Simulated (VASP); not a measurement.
Wanted: the native input for a VASP 6.6.1 run.

* Task: single point
* Functional: r2SCAN
* Potentials or basis: VASP PAW PBE potentials, release 64 (C, Si)
* Cutoff: 520 eV
* k mesh: 8 × 8 × 8
* Occupations: gaussian, width 0.01 eV
* Spin: no spin polarisation
* Dipole correction: no
* Further INCAR settings: ALGO = Normal; EDIFF = 1e-06; NBANDS = 16

The system is SiC3.

```
CELL_PARAMETERS angstrom
1.41543 0.81720 4.67007
-1.41543 0.81720 4.67007
0.00000 -1.63440 4.67007
ATOMIC_POSITIONS crystal
C 0.00824 0.00824 0.00824
C 0.48896 0.48896 0.48896
C 0.37917 0.37917 0.37917
Si 0.87363 0.87363 0.87363
```

One way to write it, as run:

POSCAR

```
SiC3
1.0
    1.4154339591      0.8172011773      4.6700734309
   -1.4154339591      0.8172011773      4.6700734309
    0.0000000000     -1.6344023546      4.6700734309
C Si
3 1
Direct
    1.0082378925      0.0082378925      0.0082378925
    0.4889604675      0.4889604675      0.4889604675
    0.3791724032      0.3791724032      0.3791724032
    0.8736292368      0.8736292368      0.8736292368
```

INCAR.step1

```
  PREC = Accurate
  ENCUT = 520
  ISMEAR = 0
  SIGMA = 0.01
  LREAL = False
  LASPH = True
  NELM = 60
  NBANDS = 16
  GGA = PE
  ALGO = Normal
  EDIFF = 1E-4
  LWAVE = True
  LCHARG = False
```

INCAR.step2

```
  PREC = Accurate
  ENCUT = 520
  EDIFF = 1E-6
  ISMEAR = 0
  SIGMA = 0.01
  LREAL = False
  LASPH = True
  NELM = 60
  ALGO = Normal
  ISIF = 2
  LWAVE = False
  LCHARG = False
  METAGGA = R2SCAN
  LMIXTAU = True
  NBANDS = 16
  ISTART = 1
```

KPOINTS

```
Automatic mesh
0
Gamma
  8 8 8
```

Potentials or basis: VASP PAW PBE potentials, release 64 (C, Si).

Launch:

```bash
$ cat potpaw_PBE.64/C/POTCAR potpaw_PBE.64/Si/POTCAR > POTCAR
$ cp INCAR.step1 INCAR
$ mpirun -np 1 vasp_std > vasp.out
$ cp INCAR.step2 INCAR
$ mpirun -np 1 vasp_std > vasp.out
```

It gave:

| Quantity | Value |
| --- | --- |
| Pressure | 0.0 GPa |
| Largest force | 0.083 eV/Å |
| Band gap on the k mesh | 1.90 eV, indirect (least direct gap 3.60 eV) |

Caveat: the PAW data sets were made with another functional, which shifts forces and pressure a little.

It took 7.3 min on 1 thread of Intel Xeon 8259CL, on a shared host, peak memory 0.26 GiB.
